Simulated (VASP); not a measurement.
Set up this calculation in VASP 6.6.1, as the native input.

```yaml
Task: single point
Functional: LDA
Potentials_or_basis: VASP PAW LDA potentials, release 64 (Ti_sv, O)
Cutoff: 600 eV
k_mesh: 9 × 6 × 4
Occupations: fermi-dirac, width 0.05 eV
Spin: no spin polarisation
Dipole_correction: no
Further_INCAR_settings: ALGO = Normal; EDIFF = 1e-06; NBANDS = 46
```

The structure of TiO2 lies in POSCAR:

```
TiO2
1.0
    2.9682645463      0.0000000000      0.0000000000
    0.0002080834      4.7076067549      0.0000000000
    1.4835696211      0.2423534620      7.0834647979
Ti O
3 6
Direct
    0.0033718700      0.0003888100      0.0007031900
    0.3446402100      0.4802596500      0.3169598700
    0.6617081400      0.5204743600      0.6844963600
    0.4400381600      0.1854376900      0.1285388000
    0.7779263400      0.2977287500      0.4518780700
    0.1012362400      0.3089534200      0.8062432200
    0.9064972100      0.6918369900      0.1951715700
    0.2294071500      0.7030072800      0.5495147300
    0.5680256700      0.8153000600      0.8728271800
```

One way to write it, as run:

INCAR

```
SYSTEM = TiO2
PREC = Accurate ; ENCUT = 600
EDIFF = 1E-6 ; ISMEAR = -1
SIGMA = 0.05 ; LREAL = .False.
LASPH = .True. ; NELM = 120
ALGO = Normal ; ISIF = 2
LWAVE = .False. ; LCHARG = .False.
NBANDS = 46 ; GGA_COMPAT = .False.
```

KPOINTS

```
regular mesh
0
Gamma
  9 6 4
  0 0 0
```

Potentials or basis: VASP PAW LDA potentials, release 64 (Ti_sv, O).

Run with:

```bash
$ cat potpaw_LDA.64/Ti_sv/POTCAR potpaw_LDA.64/O/POTCAR > POTCAR
$ mpirun -np 1 vasp_std > vasp.out
```

Results of the run:

```yaml
Pressure: -7.8 GPa
Largest_force: 0.417 eV/Å
Band_gap_on_the_k_mesh: 2.16 eV (least direct gap 2.22 eV)
```

Caveat: the cell stands under tension.

It took 4.9 min on 1 thread of Intel(R) Xeon(R) 6975P-C (Granite Rapids), with other jobs on the host, peak memory 0.52 GiB.
